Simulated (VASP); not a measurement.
# Mo2Ru3 (P6_3/mmc) in VASP: a series of runs

The runs below take Mo2Ru3 through single point, relaxation of cell and atoms, with PBE.

All numbers are computed with VASP 6.6.1; they aren't measurements. Logs are shortened: lines on timing, memory, paths and dates and some standing lists are left out, and cuts for length are marked.

**1. The cell of the first run**

The structure is hexagonal, space group P6_3/mmc (No. 194). Conventional cell: a = 2.760 Å, b = 2.760 Å, c = 22.111 Å, α = 90.00°, β = 90.00°, γ = 120.00°. Within 3.5 Å of Mo (site symmetry 3m) lie 6 Ru at 2.68 to 2.76 Å and 6 Mo at 2.76 Å. Within 3.5 Å of Ru (site symmetry 3m) lie 3 Mo at 2.68 Å and 9 Ru at 2.75 to 2.76 Å. Ru (site symmetry -6m2) has 6 Mo at 2.76 Å and 6 Ru at 2.76 Å within 3.6 Å.

**2. Single point, PBE**

File INCAR:

```
SYSTEM = Mo2Ru3
PREC = Accurate
ENCUT = 520
EDIFF = 1E-7
ISMEAR = 0
SIGMA = 0.1
LREAL = .False.
LASPH = .True.
NELM = 100
ALGO = Fast
ISIF = 2
LWAVE = .False.
LCHARG = .False.
GGA = PE
NBANDS = 81
```

File KPOINTS:

```
regular mesh
0
Gamma
  6 6 1
  0 0 0
```

File POSCAR:

```
Mo2Ru3
1.0
    2.7600797388     -0.0000000028      0.0000000000
   -1.3800398669      2.3902991717      0.0000000000
    0.0000000000      0.0000000000     22.1105666909
Mo Ru
4 6
Direct
    0.3333333333      0.6666666667      0.6481245784
    0.3333333333      0.6666666667      0.8518754216
    0.6666666667      0.3333333333      0.1481245784
    0.6666666667      0.3333333333      0.3518754216
    0.3333333333      0.6666666667      0.0506622963
    0.3333333333      0.6666666667      0.2500000000
    0.3333333333      0.6666666667      0.4493377037
    0.6666666667      0.3333333333      0.7500000000
    0.6666666667      0.3333333333      0.9493377037
    0.6666666667      0.3333333333      0.5506622963
```

Potentials or basis: VASP PAW PBE potentials, release 64 (Mo_sv, Ru_pv).

Run with:

```
$ cat potpaw_PBE.64/Mo_sv/POTCAR potpaw_PBE.64/Ru_pv/POTCAR > POTCAR
$ mpirun -np 1 vasp_std > vasp.out
```

OUTCAR:

```text
SYSTEM = Mo2Ru3
   PREC = Accurate
   ENCUT = 520
   EDIFF = 1E-7
   ISMEAR = 0
   LREAL = .False.
   LASPH = .True.
   NELM = 100
   ISIF = 2
   GGA = PE

 ion  position               nearest neighbor table
   1  0.333  0.667  0.648-  10 2.68  10 2.68  10 2.68   8 2.76   8 2.76   8 2.76
   2  0.333  0.667  0.852-   9 2.68   9 2.68   9 2.68   8 2.76   8 2.76   8 2.76
   3  0.667  0.333  0.148-   5 2.68   5 2.68   5 2.68   6 2.76   6 2.76   6 2.76
   4  0.667  0.333  0.352-   7 2.68   7 2.68   7 2.68   6 2.76   6 2.76   6 2.76
   5  0.333  0.667  0.051-   3 2.68   3 2.68   3 2.68   9 2.75   9 2.75   9 2.75
   6  0.333  0.667  0.250-   3 2.76   4 2.76   3 2.76   4 2.76   3 2.76   4 2.76
   7  0.333  0.667  0.449-   4 2.68   4 2.68   4 2.68  10 2.75  10 2.75  10 2.75
   8  0.667  0.333  0.750-   1 2.76   2 2.76   1 2.76   2 2.76   1 2.76   2 2.76
   9  0.667  0.333  0.949-   2 2.68   2 2.68   2 2.68   5 2.75   5 2.75   5 2.75
  10  0.667  0.333  0.551-   1 2.68   1 2.68   1 2.68   7 2.75   7 2.75   7 2.75

  LATTYP: Found a hexagonal cell.
 ALAT       =     2.7600797388
 C/A-ratio  =     8.0108434478

  Lattice vectors:

 A1 = (   2.7600797388,  -0.0000000028,   0.0000000000)
 A2 = (  -1.3800398669,   2.3902991717,   0.0000000000)
 A3 = (   0.0000000000,   0.0000000000,  22.1105666909)

Analysis of symmetry for initial positions (statically):
=====================================================================
 Subroutine PRICEL returns:
 Original cell was already a primitive cell.

 Routine SETGRP: Setting up the symmetry group for a
 hexagonal supercell.

 Subroutine GETGRP returns: Found 24 space group operations
 (whereof 12 operations were pure point group operations)
 out of a pool of 24 trial point group operations.

The static configuration has the point symmetry D_3d.
 The point group associated with its full space group is D_6h.

Analysis of symmetry for dynamics (positions and initial velocities):
=====================================================================
 Subroutine PRICEL returns:
 Original cell was already a primitive cell.

 Routine SETGRP: Setting up the symmetry group for a
 hexagonal supercell.

 Subroutine GETGRP returns: Found 24 space group operations
 (whereof 12 operations were pure point group operations)
 out of a pool of 24 trial point group operations.

The dynamic configuration has the point symmetry D_3d.
 The point group associated with its full space group is D_6h.

 Subroutine INISYM returns: Found 24 space group operations
 (whereof 12 operations are pure point group operations),
 and found     1 'primitive' translations

----------------------------------------------------------------------------------------

                                     Primitive cell

  volume of cell :     145.8726

  direct lattice vectors                    reciprocal lattice vectors
     2.760079739 -0.000000003  0.000000000     0.362308373  0.209178836  0.000000000
    -1.380039867  2.390299172  0.000000000     0.000000000  0.418357674  0.000000000
     0.000000000  0.000000000 22.110566691     0.000000000  0.000000000  0.045227244

  length of vectors
     2.760079739  2.760079739 22.110566691     0.418357674  0.418357674  0.045227244

  position of ions in fractional coordinates (direct lattice)
     0.333333333  0.666666667  0.648124578
     0.333333333  0.666666667  0.851875422
     0.666666667  0.333333333  0.148124578
     0.666666667  0.333333333  0.351875422
     0.333333333  0.666666667  0.050662296
     0.333333333  0.666666667  0.250000000
     0.333333333  0.666666667  0.449337704
     0.666666667  0.333333333  0.750000000
     0.666666667  0.333333333  0.949337704
     0.666666667  0.333333333  0.550662296

  ion indices of the primitive-cell ions
   primitive index   ion index
                 1           1
                 2           2
                 3           3
                 4           4
                 5           5
                 6           6
                 7           7
                 8           8
                 9           9
                10          10

----------------------------------------------------------------------------------------

 KPOINTS: regular mesh

Automatic generation of k-mesh.
 Grid dimensions read from file:
 generate k-points for:    6    6    1

 Generating k-lattice:

  Cartesian coordinates                     Fractional coordinates (reciprocal lattice)
     0.060384729  0.034863139  0.000000000     0.166666667  0.000000000  0.000000000
     0.000000000  0.069726279  0.000000000    -0.000000000  0.166666667  0.000000000
     0.000000000  0.000000000  0.045227244     0.000000000  0.000000000  1.000000000

  Length of vectors
     0.069726279  0.069726279  0.045227244

  Shift w.r.t. Gamma in fractional coordinates (k-lattice)
     0.000000000  0.000000000  0.000000000

 Subroutine IBZKPT returns following result:
 ===========================================

 Found      7 irreducible k-points:

 Following reciprocal coordinates:
            Coordinates               Weight
  0.000000  0.000000  0.000000      1.000000
  0.166667 -0.000000  0.000000      6.000000
  0.333333 -0.000000  0.000000      6.000000
  0.500000 -0.000000  0.000000      3.000000
  0.166667  0.166667  0.000000      6.000000
  0.333333  0.166667  0.000000     12.000000
  0.333333  0.333333  0.000000      2.000000
   k-points           NKPTS =      7   k-points in BZ     NKDIM =      7   number of bands    NBANDS=     81
   number of dos      NEDOS =    301   number of ions     NIONS =     10
   total plane-waves  NPLWV =  96768
   dimension x,y,z NGX =    24 NGY =   24 NGZ =  168
   dimension x,y,z NGXF=    48 NGYF=   48 NGZF=  336
   ions per type =               4   6
   NGX,Y,Z   is equivalent  to a cutoff of  14.46, 14.46, 12.63 a.u.
   NGXF,Y,Z  is equivalent  to a cutoff of  28.91, 28.91, 25.26 a.u.
 SYSTEM =  Mo2Ru3
   PREC   = accura    normal or accurate (medium, high low for compatibility)
   ISTART =      0    job   : 0-new  1-cont  2-samecut
   ICHARG =      2    charge: 1-file 2-atom 10-const
   ISPIN  =      1    spin polarized calculation?
   LNONCOLLINEAR =      F non collinear calculations
   LSORBIT =      F    spin-orbit coupling
   LASPH  =      T    aspherical Exc in radial PAW
   ENCUT  =  520.0 eV  38.22 Ry    6.18 a.u.   5.13  5.13 41.11*2*pi/ulx,y,z
   NELM   =    100;   NELMIN=  2; NELMDL= -5     # of ELM steps
   EDIFF  = 0.1E-06   stopping-criterion for ELM
   LREAL  =      F    real-space projection
   EDIFFG = 0.1E-05   stopping-criterion for IOM
   NSW    =      0    number of steps for IOM
   IBRION =     -1    ionic relax: 0-MD 1-quasi-New 2-CG
   NFREE  =      0    steps in history (QN), initial steepest desc. (CG)
   ISIF   =      2    stress and relaxation
   ISYM   =      2    0-nonsym 1-usesym 2-fastsym
   POTIM  = 0.5000    time-step for ionic-motion
   TEBEG  =    0.0;   TEEND  =   0.0 temperature during run
   PSTRESS=    0.0 pullay stress
   NELECT =     140.0000    total number of electrons
   NUPDOWN=      -1.0000    fix difference up-down
   EMIN   =  10.00;   EMAX   =-10.00  energy-range for DOS
   EFERMI =   0.00;   METHOD = LEGACY
   ISMEAR =     0;   SIGMA  =   0.10  broadening in eV -4-tet -1-fermi 0-gaus
   EFERMI_NEDOS =   21; number of points for ismear=-14 and -15
   IALGO  =     68    algorithm
   IMIX   =      4    mixing-type and parameters
     AMIX     =   0.40;   BMIX     =  1.00
     AMIX_MAG =   1.60;   BMIX_MAG =  1.00
  volume/ion in A,a.u.               =      14.59        98.44
  Fermi-wavevector in a.u.,A,eV,Ry     =   1.614828  3.051582 35.479494  2.607669
  Thomas-Fermi vector in A             =   2.709674
   LORBIT       =      0    0 simple, 1 ext, 2 COOP (PROOUT), +10 PAW based schemes
   GGA     = PE    functional components
   LHFCALC =     F    Hartree Fock is set to
   AEXX    =    0.0000 exact exchange contribution
   IVDW    =     0    specifies the selected vdW correction
   LEPSILON=     F    determine dielectric tensor
   LRPA    =     F    only Hartree local field effects (RPA)
 non-spin polarized calculation
 RMM-DIIS sequential band-by-band and
 Gauss-broadening in eV      SIGMA  =   0.10
  energy-cutoff  :      520.00
  volume of cell :      145.87
 maximum number of plane-waves:      3950
 NGX is ok and might be reduce to    24
   NGX = 11   NGY = 11   NGZ = 83

 number of electron     139.9999981 magnetization

 Free energy of the ion-electron system (eV)
  ---------------------------------------------------
  ext. energy  EPLUGINS =         0.00000000
  ---------------------------------------------------
  free energy    TOTEN  =       -98.49870166 eV

  energy without entropy =      -98.43810596  energy(sigma->0) =      -98.46840381

 E-fermi :  12.1931     XC(G=0): -13.7112

 val. band max:       12.1798976389   @ k =   0.3333   0.3333   0.0000
 cond. band min:      12.2157387140   @ k =   0.0000   0.0000   0.0000
 fundamental gap:      0.0358410752
 Fermi energy:        12.1930814389

 k-point     1 :       0.0000    0.0000    0.0000
  band No.  band energies     occupation
      1     -48.6020      2.00000
      2     -48.6020      2.00000
      3     -48.6012      2.00000
      4     -48.6012      2.00000
      5     -30.6384      2.00000
      6     -30.6377      2.00000
[... 73 lines left out ...]
     80      13.1434      0.00000
     81      13.7266      0.00000

 k-point     2 :       0.1667   -0.0000    0.0000
  band No.  band energies     occupation
      1     -48.5524      2.00000
      2     -48.5524      2.00000
      3     -48.5518      2.00000
      4     -48.5518      2.00000
      5     -30.6004      2.00000
      6     -30.6001      2.00000
[... 73 lines left out ...]
     80      12.8563      0.00000
     81      13.4320      0.00000
[... 334 lines left out ...]
     80      14.9010      0.00000
     81      14.9977      0.00000

 k-point     7 :       0.3333    0.3333    0.0000
  band No.  band energies     occupation
      1     -48.3754      2.00000
      2     -48.3754      2.00000
      3     -48.3752      2.00000
      4     -48.3752      2.00000
      5     -30.6336      2.00000
      6     -30.6336      2.00000
[... 73 lines left out ...]
     80      14.6446      0.00000
     81      14.8821      0.00000

------------------------ aborting loop because EDIFF is reached ----------------------------------------

  FORCE on cell =-STRESS in cart. coord.  units (eV):
  Direction    XX          YY          ZZ          XY          YZ          ZX
  --------------------------------------------------------------------------------------
  -------------------------------------------------------------------------------------
  Total        0.2670579      0.2670579      0.2701477      0.0000000     -0.0000000      0.0000000
  in kB        2.9332037      2.9332037      2.9671405      0.0000000     -0.0000000      0.0000000
  external PRESSURE =       2.9445160 kB  Pullay stress =       0.0000000 kB

 VOLUME and BASIS-vectors are now :
 -----------------------------------------------------------------------------
  energy-cutoff  :      520.00
  volume of cell :      145.87
      direct lattice vectors                 reciprocal lattice vectors
     2.760079739 -0.000000003  0.000000000     0.362308373  0.209178836  0.000000000
    -1.380039867  2.390299172  0.000000000     0.000000000  0.418357674  0.000000000
     0.000000000  0.000000000 22.110566691     0.000000000  0.000000000  0.045227244

 POSITION                                       TOTAL-FORCE (eV/Angst)
 -----------------------------------------------------------------------------------
      0.00000      1.59353     14.33040         0.000000      0.000000      0.013656
      0.00000      1.59353     18.83545        -0.000000     -0.000000     -0.013656
      1.38004      0.79677      3.27512         0.000000     -0.000000      0.013656
      1.38004      0.79677      7.78016        -0.000000     -0.000000     -0.013656
      0.00000      1.59353      1.12017        -0.000000      0.000000     -0.027365
      0.00000      1.59353      5.52764        -0.000000      0.000000     -0.000000
      0.00000      1.59353      9.93511        -0.000000      0.000000      0.027365
      1.38004      0.79677     16.58293         0.000000     -0.000000     -0.000000
      1.38004      0.79677     20.99039         0.000000     -0.000000      0.027365
      1.38004      0.79677     12.17546         0.000000     -0.000000     -0.027365
 -----------------------------------------------------------------------------------
    total drift:                               -0.000001      0.000000     -0.000000

  FREE ENERGIE OF THE ION-ELECTRON SYSTEM (eV)
  ---------------------------------------------------
  free  energy   TOTEN  =       -98.4987016589 eV

  energy  without entropy=      -98.4381059626  energy(sigma->0) =      -98.46840381
```

Run time: 7.3 min. Hardware: 1 thread of Intel Xeon 8259CL, shared host; peak memory 0.32 GiB.

Results:

```
Free energy            : -98.4987 eV
Pressure               : 0.3 GPa
Largest force          : 0.027 eV/Å
Band gap on the k mesh : zero (bands 70 and 71 overlap by 2.39 eV)
```

Forces in eV/Å, atoms in the order of the input:
```
Mo   0.000  0.000  0.014
Mo   0.000  0.000 -0.014
Mo   0.000  0.000  0.014
Mo   0.000  0.000 -0.014
Ru   0.000  0.000 -0.027
Ru   0.000  0.000  0.000
Ru   0.000  0.000  0.027
Ru   0.000  0.000  0.000
Ru   0.000  0.000  0.027
Ru   0.000  0.000 -0.027
```

Levels at points of the mesh, in eV from the Fermi level:
```tsv
k point	band 66	band 67	band 68	band 69	band 70	band 71	band 72	band 73
(0.00, 0.00, 0.00)	-1.16	-1.10	-0.95	-0.95	-0.82	-0.82	-0.55	-0.55
(0.50, 0.00, 0.00)	0.58	0.94	0.97	1.35	1.57	1.66	1.67	1.77
```

Caveat: the k points lie up to 0.44 Å⁻¹ apart, too coarse for converged energies and pressures of a metal.

**3. Single point, PBE**

This run uses another cell than the first one, of 15.22 Å³/atom.

File INCAR:

```
SYSTEM = Mo2Ru3
ALGO = Fast ; EDIFF = 1E-6
ENCUT = 520 ; GGA = PE
ISIF = 2 ; ISMEAR = 0
LASPH = .True. ; LCHARG = .False.
LREAL = .False. ; LWAVE = .False.
NBANDS = 81 ; NELM = 100
PREC = Accurate ; SIGMA = 0.1
```

File KPOINTS:

```
k-points
0
Gamma
  6 6 1
  0 0 0
```

File POSCAR:

```
Mo2Ru3
1.0
    2.8179745300      0.0000000000      0.0000000000
   -1.4089872600      2.4404375300      0.0000000000
    0.0000000000      0.0000000000     22.1291395800
Mo Ru
4 6
Direct
    0.3333333300      0.6666666700      0.6500000000
    0.3333333300      0.6666666700      0.8500000000
    0.6666666700      0.3333333300      0.1500000000
    0.6666666700      0.3333333300      0.3500000000
    0.3333333300      0.6666666700      0.0500000000
    0.3333333300      0.6666666700      0.2500000000
    0.3333333300      0.6666666700      0.4500000000
    0.6666666700      0.3333333300      0.7500000000
    0.6666666700      0.3333333300      0.9500000000
    0.6666666700      0.3333333300      0.5500000000
```

Potentials or basis: VASP PAW PBE potentials, release 64 (Mo_sv, Ru_pv).

Run with:

```
$ cat potpaw_PBE.64/Mo_sv/POTCAR potpaw_PBE.64/Ru_pv/POTCAR > POTCAR
$ mpirun -np 1 vasp_std > vasp.out
```

Run time: 7.1 min. Hardware: 1 thread of Intel Xeon 8259CL, shared host; peak memory 0.33 GiB.

The run converged. Its results:

* Free energy: -98.2083 eV
* Pressure: -10.5 GPa
* Largest force: 0.578 eV/Å
* Band gap on the k mesh: zero (bands 70 and 71 overlap by 2.07 eV)

Forces in eV/Å, atoms in the order of the input:
```
Mo   0.000  0.000 -0.578
Mo   0.000  0.000  0.578
Mo   0.000  0.000 -0.578
Mo   0.000  0.000  0.578
Ru   0.000  0.000  0.243
Ru   0.000  0.000  0.000
Ru   0.000  0.000 -0.243
Ru   0.000  0.000  0.000
Ru   0.000  0.000 -0.243
Ru   0.000  0.000  0.243
```

Stress tensor (GPa, compression positive):
```
-11.81   0.00   0.00
  0.00 -11.81   0.00
  0.00   0.00  -7.80
```

Levels at points of the mesh, in eV from the Fermi level:
| k point | band 66 | band 67 | band 68 | band 69 | band 70 | band 71 | band 72 | band 73 |
| --- | --- | --- | --- | --- | --- | --- | --- | --- |
| (0.00, 0.00, 0.00) | -1.17 | -0.90 | -0.84 | -0.84 | -0.72 | -0.72 | -0.68 | -0.68 |
| (0.50, 0.00, 0.00) | 0.50 | 0.87 | 0.90 | 1.12 | 1.35 | 1.41 | 1.41 | 1.57 |

Caveat: the k points lie up to 0.43 Å⁻¹ apart, too coarse for converged energies and pressures of a metal.

(Continued in part 2 of 3.)

The gap in the log of VASP goes by the Fermi energy; the results here count the filled bands.